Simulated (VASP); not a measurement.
# BaCaF4: single point with PBEsol

BaCaF4:

```
Ba F Ca
1.0
     2.05939    1.18899    6.63716
    -2.05939    1.18899    6.63716
     0.00000   -2.37798    6.63716
Ba F Ca
1 4 1
Direct
  0.00000 0.00000 0.00000
  0.13303 0.13303 0.13303
  0.38441 0.38441 0.38441
  0.61559 0.61559 0.61559
  0.86697 0.86697 0.86697
  0.50000 0.50000 0.50000
```

| Item | Value |
| --- | --- |
| Program | VASP 6.6.1 |
| Task | single point |
| Functional | PBEsol |
| Potentials or basis | VASP PAW PBE potentials, release 64 (Ba_sv, F, Ca_sv) |
| Cutoff | 520 eV |
| k mesh | 6 × 6 × 6 |
| Occupations | fermi-dirac, width 0.02 eV |
| Spin | no spin polarisation |
| Dipole correction | no |
| Further INCAR settings | ALGO = Normal; EDIFF = 1e-07; NBANDS = 33 |

```json
{"Pressure": "1.0 GPa", "Largest force": "0.072 eV/Å", "Band gap on the k mesh": "6.47 eV, indirect (least direct gap 6.68 eV)"}
```

Forces in eV/Å, atoms in the order of the input:
```
Ba   0.000  0.000  0.000
F    0.000  0.000  0.069
F    0.000  0.000  0.072
F    0.000  0.000 -0.072
F    0.000  0.000 -0.069
Ca   0.000  0.000  0.000
```

Stress tensor (GPa, compression positive):
```
0.97 0.00 0.00
0.00 0.97 0.00
0.00 0.00 1.08
```

Levels at points of the mesh, in eV from the valence-band top:
| k point | band 21 | band 22 | band 23 | band 24 | band 25 | band 26 | band 27 | band 28 |
| --- | --- | --- | --- | --- | --- | --- | --- | --- |
| (0.00, 0.00, 0.00) | -1.02 | -0.23 | -0.23 | -0.22 | 6.47 | 8.64 | 8.64 | 8.79 |
| (0.50, 0.00, 0.00) | -0.99 | -0.35 | -0.22 | -0.14 | 7.13 | 8.14 | 9.02 | 9.17 |
| (0.50, 0.50, 0.00) | -0.75 | -0.51 | -0.36 | 0.00 | 6.95 | 8.55 | 8.85 | 9.04 |
| (0.50, 0.50, 0.50) | -0.74 | -0.61 | -0.27 | -0.27 | 7.43 | 7.93 | 8.68 | 8.68 |

Wall time 2.9 min on 1 thread of Intel(R) Xeon(R) 6975P-C (Granite Rapids) (shared host), peak memory 0.43 GiB.

Caveat: the PAW data sets were made with another functional, which shifts forces and pressure a little; spin-orbit coupling is left out, which moves the levels of the heavy elements. A k mesh can miss the band edges.
